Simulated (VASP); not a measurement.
CaF3: single point with r2SCAN

CaF3:

```xyz
4
Lattice="-1.9607 1.9607 3.3267 1.9607 -1.9607 3.3267 1.9607 1.9607 -3.3267" Properties=species:S:1:pos:R:3 pbc="T T T"
Ca    0.0000    0.0000    0.0000
F     0.0000    1.9607    1.6634
F     1.9607    0.0000    1.6634
F     0.0000    0.0000    3.3267
```

```yaml
Program: VASP 6.6.1
Task: single point
Functional: r2SCAN
Potentials_or_basis: VASP PAW PBE potentials, release 64 (Ca_sv, F)
Cutoff: 520 eV
k_mesh: 9 × 9 × 9
Occupations: methfessel-paxton, width 0.1 eV
Spin: no spin polarisation
Dipole_correction: no
Further_INCAR_settings: ALGO = Normal; EDIFF = 1e-07; NBANDS = 24
```

The pressure is -8.9 GPa.

Stress tensor (GPa, compression positive):
```
-8.49  0.00  0.00
 0.00 -8.49  0.00
 0.00  0.00 -9.73
```

Levels at points of the mesh, in eV from the Fermi level:
```csv
k point,band 12,band 13,band 14,band 15,band 16,band 17,band 18,band 19,band 20,band 21
"(0.00, 0.00, 0.00)",-1.41,-1.41,-0.03,0.01,0.01,8.60,9.12,9.41,9.80,10.49
```

Run time: 110 s on 1 thread of Intel(R) Xeon(R) 6975P-C (Granite Rapids), with other jobs on the host, peak memory 0.23 GiB.

Caveat: the PAW data sets were made with another functional, which shifts forces and pressure a little; an odd number of electrons without spin polarisation forces a metal; a magnetic or distorted state may lie lower.
